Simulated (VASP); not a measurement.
# Fe2O (Pn-3m) in VASP: notebook

Runs on Fe2O. Level: PBE. Tasks: single point.

All numbers are computed with VASP 6.6.1; they aren't measurements. Logs are shortened: lines on timing, memory, paths and dates and some standing lists are left out, and cuts for length are marked.

## Step 1: The cell of the first run

It takes space group Pn-3m (No. 224, cubic). The conventional cell has a = 4.272 Å, b = 4.272 Å, c = 4.272 Å, α = 90.00°, β = 90.00°, γ = 90.00°. Within 2.5 Å of Fe (site symmetry -3m) lie 2 O at 1.85 Å. O (site symmetry -43m) has 4 Fe at 1.85 Å within 2.5 Å.

## Step 2: Single point, PBE, collinear spin, ferromagnetic start

Input file INCAR:

```
SYSTEM = Fe2O
ALGO     = Normal         ! electronic algorithm
EDIFF    = 1E-6           ! SCF threshold, eV
ENCUT    = 520            ! plane-wave cutoff, eV
GGA      = PE             ! functional
ISIF     = 2              ! what is computed and relaxed
ISMEAR   = 0              ! smearing method
ISPIN    = 2              ! spin polarisation
LASPH    = .TRUE.         ! aspherical terms in the spheres
LCHARG   = .FALSE.        ! write CHGCAR
LMAXMIX  = 4              ! l up to which the mixer works
LORBIT   = 11             ! projections on sites
LREAL    = .FALSE.        ! projectors in reciprocal space
LWAVE    = .FALSE.        ! write WAVECAR
MAGMOM   = 2.9 2.9 2.9 2.9 0 0 ! initial moments
NBANDS   = 35             ! bands
NELM     = 150            ! most SCF steps
PREC     = Accurate       ! precision mode
SIGMA    = 0.1            ! smearing width, eV
```

Input file KPOINTS:

```
k-points
0
G
  10 10 10
  0 0 0
```

Input file POSCAR:

```
Fe2O
1.0
    4.2715013520      0.0000000000      0.0000000000
    0.0000000000      4.2715013520      0.0000000000
    0.0000000000      0.0000000000      4.2715013520
Fe O
4 2
Direct
    0.2500000000      0.2500000000      0.2500000000
    0.2500000000      0.7500000000      0.7500000000
    0.7500000000      0.7500000000      0.2500000000
    0.7500000000      0.2500000000      0.7500000000
    0.0000000000      0.0000000000      0.0000000000
    0.5000000000      0.5000000000      0.5000000000
```

Potentials or basis: VASP PAW PBE potentials, release 64 (Fe, O).

Launch:

```sh
cat potpaw_PBE.64/Fe/POTCAR potpaw_PBE.64/O/POTCAR > POTCAR
mpirun -np 1 vasp_std > vasp.out
```

OUTCAR:

```text
SYSTEM = Fe2O
   EDIFF = 1E-6
   ENCUT = 520
   GGA = PE
   ISIF = 2
   ISMEAR = 0
   ISPIN = 2
   LASPH = .TRUE.
   LORBIT = 11
   LREAL = .FALSE.
   NELM = 150
   PREC = Accurate

 ion  position               nearest neighbor table
   1  0.250  0.250  0.250-   5 1.85   6 1.85   4 3.02   2 3.02   3 3.02   2 3.02   4 3.02   2 3.02
                             3 3.02   2 3.02   3 3.02   4 3.02   4 3.02   3 3.02
   2  0.250  0.750  0.750-   5 1.85   6 1.85   4 3.02   1 3.02   3 3.02   1 3.02   3 3.02   1 3.02
                             4 3.02   1 3.02   3 3.02   4 3.02   3 3.02   4 3.02
   3  0.750  0.750  0.250-   5 1.85   6 1.85   4 3.02   1 3.02   2 3.02   2 3.02   4 3.02   1 3.02
                             4 3.02   4 3.02   1 3.02   2 3.02   2 3.02   1 3.02
   4  0.750  0.250  0.750-   5 1.85   6 1.85   3 3.02   1 3.02   2 3.02   1 3.02   3 3.02   2 3.02
                             3 3.02   3 3.02   1 3.02   2 3.02   1 3.02   2 3.02
   5  0.000  0.000  0.000-   1 1.85   2 1.85   3 1.85   4 1.85
   6  0.500  0.500  0.500-   1 1.85   2 1.85   3 1.85   4 1.85

  LATTYP: Found a simple cubic cell.
 ALAT       =     4.2715013520

  Lattice vectors:

 A1 = (   4.2715013520,   0.0000000000,   0.0000000000)
 A2 = (   0.0000000000,   4.2715013520,   0.0000000000)
 A3 = (   0.0000000000,   0.0000000000,   4.2715013520)

Analysis of symmetry for initial positions (statically):
=====================================================================
 Subroutine PRICEL returns:
 Original cell was already a primitive cell.

 Routine SETGRP: Setting up the symmetry group for a
 simple cubic supercell.

 Subroutine GETGRP returns: Found 48 space group operations
 (whereof 24 operations were pure point group operations)
 out of a pool of 48 trial point group operations.

The static configuration has the point symmetry T_d .
 The point group associated with its full space group is O_h .

Analysis of symmetry for dynamics (positions and initial velocities):
=====================================================================
 Subroutine PRICEL returns:
 Original cell was already a primitive cell.

 Routine SETGRP: Setting up the symmetry group for a
 simple cubic supercell.

 Subroutine GETGRP returns: Found 48 space group operations
 (whereof 24 operations were pure point group operations)
 out of a pool of 48 trial point group operations.

The dynamic configuration has the point symmetry T_d .
 The point group associated with its full space group is O_h .

Analysis of structural, dynamic, and magnetic symmetry:
=====================================================================
 Subroutine PRICEL returns:
 Original cell was already a primitive cell.

[... 157 lines left out ...]
 Free energy of the ion-electron system (eV)
  ---------------------------------------------------
  ext. energy  EPLUGINS =         0.00000000
  ---------------------------------------------------
  free energy    TOTEN  =       -45.04635728 eV

  energy without entropy =      -45.03317389  energy(sigma->0) =      -45.03976558

 E-fermi :   4.3229     XC(G=0): -11.2476

 val. band max:        4.3037185534   @ k =   0.2000   0.1000   0.0000
 cond. band min:       4.3251581871   @ k =   0.4000   0.4000   0.2000
 fundamental gap:      0.0214396337
 Fermi energy:         4.3229057411

 spin component 1

 k-point     1 :       0.0000    0.0000    0.0000
  band No.  band energies     occupation
      1     -17.0153      1.00000
      2     -16.0666      1.00000
      3      -4.1505      1.00000
      4      -4.1505      1.00000
      5      -4.1505      1.00000
      6      -1.3875      1.00000
[... 877 lines left out ...]
     33      10.6570      0.00000
     34      11.7681      0.00000

 [... further k-points ...]

 spin component 2

 k-point     1 :       0.0000    0.0000    0.0000
  band No.  band energies     occupation
      1     -16.7330      1.00000
      2     -15.8121      1.00000
      3      -3.4060      1.00000
      4      -3.4060      1.00000
      5      -3.4060      1.00000
      6      -1.0947      1.00000
[... 877 lines left out ...]
     33      11.3657      0.00000
     34      12.3863      0.00000

 [... further k-points ...]

 [bands above 34 left out]

------------------------ aborting loop because EDIFF is reached ----------------------------------------

  FORCE on cell =-STRESS in cart. coord.  units (eV):
  Direction    XX          YY          ZZ          XY          YZ          ZX
  --------------------------------------------------------------------------------------
  -------------------------------------------------------------------------------------
  Total        0.5454128      0.5454128      0.5454128      0.0000000      0.0000000     -0.0000000
  in kB       11.2122881     11.2122881     11.2122881      0.0000000      0.0000000     -0.0000000
  external PRESSURE =      11.2122881 kB  Pullay stress =       0.0000000 kB

 VOLUME and BASIS-vectors are now :
 -----------------------------------------------------------------------------
  energy-cutoff  :      520.00
  volume of cell :       77.94
      direct lattice vectors                 reciprocal lattice vectors
     4.271501352  0.000000000  0.000000000     0.234109723  0.000000000  0.000000000
     0.000000000  4.271501352  0.000000000     0.000000000  0.234109723  0.000000000
     0.000000000  0.000000000  4.271501352     0.000000000  0.000000000  0.234109723

 POSITION                                       TOTAL-FORCE (eV/Angst)
 -----------------------------------------------------------------------------------
      1.06788      1.06788      1.06788        -0.000000      0.000000      0.000000
      1.06788      3.20363      3.20363        -0.000000      0.000000     -0.000000
      3.20363      3.20363      1.06788         0.000000     -0.000000      0.000000
      3.20363      1.06788      3.20363         0.000000      0.000000      0.000000
      0.00000      0.00000      0.00000        -0.000000     -0.000000      0.000000
      2.13575      2.13575      2.13575        -0.000000     -0.000000     -0.000000
 -----------------------------------------------------------------------------------
    total drift:                               -0.000000      0.000000      0.000000

  FREE ENERGIE OF THE ION-ELECTRON SYSTEM (eV)
  ---------------------------------------------------
  free  energy   TOTEN  =       -45.0463572835 eV

  energy  without entropy=      -45.0331738857  energy(sigma->0) =      -45.03976558

 total charge

# of ion       s       p       d       tot
------------------------------------------
    1        0.403   0.419   6.177   6.999
    2        0.403   0.419   6.177   6.999
    3        0.403   0.419   6.177   6.999
    4        0.403   0.419   6.177   6.999
    5        1.559   3.542   0.000   5.101
    6        1.559   3.542   0.000   5.101
--------------------------------------------------
tot          4.729   8.761  24.709  38.199

 magnetization (x)

# of ion       s       p       d       tot
------------------------------------------
    1        0.038  -0.010   2.934   2.962
    2        0.038  -0.010   2.934   2.962
    3        0.038  -0.010   2.934   2.962
    4        0.038  -0.010   2.934   2.962
    5       -0.001   0.113   0.000   0.112
    6       -0.001   0.113   0.000   0.112
--------------------------------------------------
tot          0.150   0.186  11.735  12.071
```

OSZICAR:

```text
N       E                     dE             d eps       ncg     rms          rms(c)
DAV:   1     0.397678794025E+03    0.39768E+03   -0.18743E+04  7840   0.147E+03
DAV:   2     0.922644359480E+01   -0.38845E+03   -0.35917E+03  7873   0.342E+02
DAV:   3    -0.489824589070E+02   -0.58209E+02   -0.53795E+02  9228   0.145E+02
DAV:   4    -0.520155269991E+02   -0.30331E+01   -0.29935E+01  8902   0.361E+01
DAV:   5    -0.520807048445E+02   -0.65178E-01   -0.65120E-01  8872   0.473E+00    0.307E+01
DAV:   6    -0.487102125559E+02    0.33705E+01   -0.63091E+01  9876   0.102E+02    0.300E+01
DAV:   7    -0.448037686747E+02    0.39064E+01   -0.13203E+01 10269   0.587E+01    0.135E+01
DAV:   8    -0.451141856595E+02   -0.31042E+00   -0.15763E+00  9745   0.790E+00    0.825E+00
DAV:   9    -0.449770954879E+02    0.13709E+00   -0.37893E-01 12156   0.614E+00    0.286E+00
DAV:  10    -0.450340409875E+02   -0.56945E-01   -0.77289E-02 10088   0.274E+00    0.124E+00
DAV:  11    -0.450459749360E+02   -0.11934E-01   -0.37351E-02 11160   0.152E+00    0.360E-01
DAV:  12    -0.450464650014E+02   -0.49007E-03   -0.44069E-03  9170   0.519E-01    0.167E-01
DAV:  13    -0.450463301096E+02    0.13489E-03   -0.61181E-04 10020   0.196E-01    0.769E-02
DAV:  14    -0.450463731163E+02   -0.43007E-04   -0.33739E-04  9371   0.115E-01    0.857E-02
DAV:  15    -0.450463554310E+02    0.17685E-04   -0.86102E-05 10095   0.700E-02    0.170E-02
DAV:  16    -0.450463573363E+02   -0.19054E-05   -0.68526E-06  8708   0.209E-02    0.834E-03
DAV:  17    -0.450463572835E+02    0.52866E-07   -0.36341E-07  4352   0.670E-03
   1 F= -.45046357E+02 E0= -.45039766E+02  d E =-.131834E-01  mag=    11.9464
```

stdout:

```text
POSCAR found type information on POSCAR FeO
 POSCAR found :  2 types and       6 ions
 scaLAPACK will be used
 LDA part: xc-table for (Slater+PW92), standard interpolation
 POSCAR, INCAR and KPOINTS ok, starting setup
 FFT: planning ... GRIDC
 FFT: planning ... GRID_SOFT
 FFT: planning ... GRID
 WAVECAR not read
 entering main loop
```

Run time: 3.3 min. Hardware: 1 thread of Intel Xeon Platinum 8259CL at 2.50GHz (Skylake/Cascade Lake), shared host; peak memory 0.35 GiB.

What came out:

| Property | Result |
| --- | --- |
| Free energy | -45.0464 eV |
| Pressure | 1.1 GPa |
| Net moment | 11.95 μB per cell |
| Site moments | Fe +2.96; O +0.11 μB |
| Valence electrons inside the program's atomic spheres | Fe 7.00; O 5.10 |

Caveat: only a ferromagnetic start was run, and an antiferromagnetic order may lie lower in energy.

## Step 3: Single point, PBE, collinear spin, ferromagnetic start

This run uses another cell than the first one, of 11.13 Å³/atom, 0.857 times its volume.

Input file INCAR:

```
PREC = Accurate ; ENCUT = 520
EDIFF = 1E-6 ; ISMEAR = 0
SIGMA = 0.1 ; LREAL = F
LASPH = T ; NELM = 150
ALGO = Normal ; ISIF = 2
LWAVE = F ; LCHARG = T
ISPIN = 2 ; MAGMOM = 4 4 4 4 0 0
LORBIT = 11 ; LMAXMIX = 4
GGA = PE ; LELF = T
LVHAR = T ; NBANDS = 35
```

Input file KPOINTS:

```
regular mesh
0
Gamma
  4 4 4
```

POSCAR: that of step 2 with these lines changed.

```diff
@@ -2,5 +2,5 @@
 1.0
-    4.2715013520      0.0000000000      0.0000000000
-    0.0000000000      4.2715013520      0.0000000000
-    0.0000000000      0.0000000000      4.2715013520
+    4.0575720200      0.0000000000      0.0000000000
+    0.0000000000      4.0575720200      0.0000000000
+    0.0000000000      0.0000000000      4.0575720200
 Fe O
```

Potentials or basis: VASP PAW PBE potentials, release 64 (Fe, O).

Launch:

```sh
cat potpaw_PBE.64/Fe/POTCAR potpaw_PBE.64/O/POTCAR > POTCAR
mpirun -np 1 vasp_std > vasp.out
```

OUTCAR:

```text
PREC = Accurate
   ENCUT = 520
   EDIFF = 1E-6
   ISMEAR = 0
   LREAL = F
   LASPH = T
   NELM = 150
   ISIF = 2
   ISPIN = 2
   LORBIT = 11
   GGA = PE

 ion  position               nearest neighbor table
   1  0.250  0.250  0.250-   5 1.76   6 1.76   4 2.87   2 2.87   3 2.87   2 2.87   4 2.87   2 2.87
                             3 2.87   2 2.87   3 2.87   4 2.87   4 2.87   3 2.87
   2  0.250  0.750  0.750-   5 1.76   6 1.76   4 2.87   1 2.87   3 2.87   1 2.87   3 2.87   1 2.87
                             4 2.87   1 2.87   3 2.87   4 2.87   3 2.87   4 2.87
   3  0.750  0.750  0.250-   5 1.76   6 1.76   4 2.87   1 2.87   2 2.87   2 2.87   4 2.87   1 2.87
                             4 2.87   4 2.87   1 2.87   2 2.87   2 2.87   1 2.87
   4  0.750  0.250  0.750-   5 1.76   6 1.76   3 2.87   1 2.87   2 2.87   1 2.87   3 2.87   2 2.87
                             3 2.87   3 2.87   1 2.87   2 2.87   1 2.87   2 2.87
   5  0.000  0.000  0.000-   1 1.76   2 1.76   3 1.76   4 1.76
   6  0.500  0.500  0.500-   1 1.76   2 1.76   3 1.76   4 1.76

  LATTYP: Found a simple cubic cell.
 ALAT       =     4.0575720200

  Lattice vectors:

 A1 = (   4.0575720200,   0.0000000000,   0.0000000000)
 A2 = (   0.0000000000,   4.0575720200,   0.0000000000)
 A3 = (   0.0000000000,   0.0000000000,   4.0575720200)

Analysis of symmetry for initial positions (statically):
[... 946 lines left out ...]
  external PRESSURE =     152.9818243 kB  Pullay stress =       0.0000000 kB

 VOLUME and BASIS-vectors are now :
 -----------------------------------------------------------------------------
  energy-cutoff  :      520.00
  volume of cell :       66.80
      direct lattice vectors                 reciprocal lattice vectors
     4.057572020  0.000000000  0.000000000     0.246452804  0.000000000  0.000000000
     0.000000000  4.057572020  0.000000000     0.000000000  0.246452804  0.000000000
     0.000000000  0.000000000  4.057572020     0.000000000  0.000000000  0.246452804

 POSITION                                       TOTAL-FORCE (eV/Angst)
 -----------------------------------------------------------------------------------
      1.01439      1.01439      1.01439        -0.000000      0.000000      0.000000
      1.01439      3.04318      3.04318        -0.000000      0.000000     -0.000000
      3.04318      3.04318      1.01439         0.000000     -0.000000      0.000000
      3.04318      1.01439      3.04318         0.000000     -0.000000      0.000000
      0.00000      0.00000      0.00000        -0.000000      0.000000     -0.000000
      2.02879      2.02879      2.02879         0.000000      0.000000      0.000000
 -----------------------------------------------------------------------------------
    total drift:                               -0.000000      0.000000      0.000000

  FREE ENERGIE OF THE ION-ELECTRON SYSTEM (eV)
  ---------------------------------------------------
  free  energy   TOTEN  =       -44.3649585109 eV

  energy  without entropy=      -44.3486079013  energy(sigma->0) =      -44.35678321

 total charge

# of ion       s       p       d       tot
------------------------------------------
    1        0.423   0.554   6.367   7.344
    2        0.423   0.554   6.367   7.344
    3        0.423   0.554   6.367   7.344
    4        0.423   0.554   6.367   7.344
    5        1.571   3.591   0.000   5.163
    6        1.571   3.591   0.000   5.163
--------------------------------------------------
tot          4.834   9.398  25.467  39.700

 magnetization (x)

# of ion       s       p       d       tot
------------------------------------------
    1        0.005  -0.003   2.034   2.036
    2        0.005  -0.003   2.034   2.036
    3        0.005  -0.003   2.034   2.036
    4        0.005  -0.003   2.034   2.036
    5       -0.002   0.067   0.000   0.065
    6       -0.002   0.067   0.000   0.065
--------------------------------------------------
tot          0.017   0.121   8.136   8.273
```

It took 49 s on 1 thread of Intel Xeon Platinum 8259CL at 2.50GHz (Skylake/Cascade Lake), shared host; peak memory 0.2 GiB.

What came out:

* Free energy: -44.3650 eV
* Pressure: 15.3 GPa
* Net moment: 8.17 μB per cell
* Site moments: Fe +2.04; O +0.07 μB
* Valence electrons inside the program's atomic spheres: Fe 7.34; O 5.16

Caveat: the k points lie up to 0.39 Å⁻¹ apart; only a ferromagnetic start was run, and an antiferromagnetic order may lie lower in energy.
